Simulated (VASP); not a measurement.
Input of a VASP 6.6.1 run:

The input INCAR:

```
PREC = Accurate ; ENCUT = 600
EDIFF = 1E-7 ; ISMEAR = -1
SIGMA = 0.05 ; LREAL = False
LASPH = True ; NELM = 100
ALGO = Normal ; ISIF = 3
LWAVE = False ; LCHARG = False
GGA = PS ; IBRION = 2
NSW = 60 ; EDIFFG = -0.01
```

Contents of KPOINTS:

```
Automatic mesh
0
Gamma
  7 7 7
```

Contents of POSCAR:

```
KTaO3
1.0
    3.9883000000      0.0000000000      0.0000000000
    0.0000000000      3.9883000000      0.0000000000
    0.0000000000      0.0000000000      3.9883000000
Ta K O
1 1 3
Direct
    0.0000000000      0.0000000000      0.0000000000
    0.5000000000      0.5000000000      0.5000000000
    0.0000000000      0.0000000000      0.5000000000
    0.0000000000      0.5000000000      0.0000000000
    0.5000000000      0.0000000000      0.0000000000
```

Potentials or basis: VASP PAW PBE potentials, release 64 (Ta_pv, K_sv, O).

Launch:

```console
$ cat potpaw_PBE.64/Ta_pv/POTCAR potpaw_PBE.64/K_sv/POTCAR potpaw_PBE.64/O/POTCAR > POTCAR
$ mpirun -np 1 vasp_std > vasp.out
```

Problem. Estimate the band gap on the k mesh.

Solution. 2.14 eV (least direct gap 2.71 eV).

Problem. Estimate the relaxed volume.

Solution. 12.70 Å³/atom.

Problem. Predict the space group after relaxing (to 0.1 Å).

Solution. Pm-3m (No. 221).

Problem. Estimate the relaxed cell.

Solution. a = 3.989 Å, b = 3.989 Å, c = 3.989 Å, α = 90.00°, β = 90.00°, γ = 90.00°.

Final structure:
```xyz
5
Lattice="3.9891 0.0000 0.0000 0.0000 3.9891 0.0000 0.0000 0.0000 3.9891" Properties=species:S:1:pos:R:3 pbc="T T T"
Ta    0.0000    0.0000    0.0000
K     1.9946    1.9946    1.9946
O     0.0000    0.0000    1.9946
O     0.0000    1.9946    0.0000
O     1.9946    0.0000    0.0000
```

Caveat: the PAW data sets were made with another functional, which shifts forces and pressure a little; spin-orbit coupling is left out, which moves the levels of the heavy elements; an odd mesh through Γ misses points on the zone boundary, where band edges can lie.
